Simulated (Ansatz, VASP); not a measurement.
This is a calculation of Ni for Ansatz 0.2.0.

Contents of input.yaml:

```yaml
crystal:
  lattice:
    - [-1.3554684528, 1.3554684528, 1.3554684528]
    - [1.3554684528, -1.3554684528, 1.3554684528]
    - [1.3554684528, 1.3554684528, -1.3554684528]
  atoms:
    - { symbol: Ni, position: [0.0, 0.0, 0.0], spin: 1.0 }
kpoints:
  mp_grid: { grid: [13, 13, 13] }
scf:
  occupations: { method: fermi_dirac, width: 0.05 }
hamiltonian:
  xc: lda
  pseudopotentials: { kind: all_electron, lapw: { basis_error: 0.001 } }
magnetization:
  spin_polarized: true
output:
  forces: true
  stress: true
  eigenvalues: true
```

Potentials or basis: all-electron LAPW, scalar-relativistic.

The run is started by

```sh
$ ansatz run input.yaml --threads 2 --pin off --max-ram 6144MiB --backend cpu --events-out ev --progress --plain --runs-dir out
```

Task: Translate it to VASP 6.6.1. Potentials there: VASP PAW LDA potentials, release 64 (Ni).

Result: As run (the cutoff follows the program's own potentials):

INCAR

```
PREC = Accurate ; ENCUT = 520
EDIFF = 1E-6 ; ISMEAR = -1
SIGMA = 0.05 ; LREAL = False
LASPH = True ; NELM = 150
ALGO = Normal ; ISIF = 2
LWAVE = False ; LCHARG = False
ISPIN = 2 ; MAGMOM = 1
LORBIT = 11 ; LMAXMIX = 4
GGA = CA ; NBANDS = 15
```

KPOINTS

```
Automatic mesh
0
Gamma
  13 13 13
```

The input POSCAR:

```
Ni
1.0
   -1.3554684528      1.3554684528      1.3554684528
    1.3554684528     -1.3554684528      1.3554684528
    1.3554684528      1.3554684528     -1.3554684528
Ni
1
Direct
    0.0000000000      0.0000000000      0.0000000000
```

Potentials or basis: VASP PAW LDA potentials, release 64 (Ni).

The run is started by

```console
$ cat potpaw_LDA.64/Ni/POTCAR > POTCAR
$ mpirun -np 1 vasp_std > vasp.out
```

Both were run:

|  | VASP | Ansatz | Ansatz less VASP |
| --- | --- | --- | --- |
| gap on the k mesh at the Fermi level (eV) | none | none | - |
| pressure (GPa) | 2.2 | 2.3 | +0.08 |
| net moment per atom (μB) | 0.14 | 0.21 | +0.072 |
| size of the moment on the site where the two differ most (μB) | 0.14 | 0.22 | +0.079 |

LDA's correlation is that of Perdew and Zunger in VASP and of Perdew and Wang (1992) in Ansatz. Site moments also hang on the region over which each program counts them. A gap of «none» marks a metal or a gap that the smearing closes. Ansatz ran all-electron here, and VASP with PAW potentials.
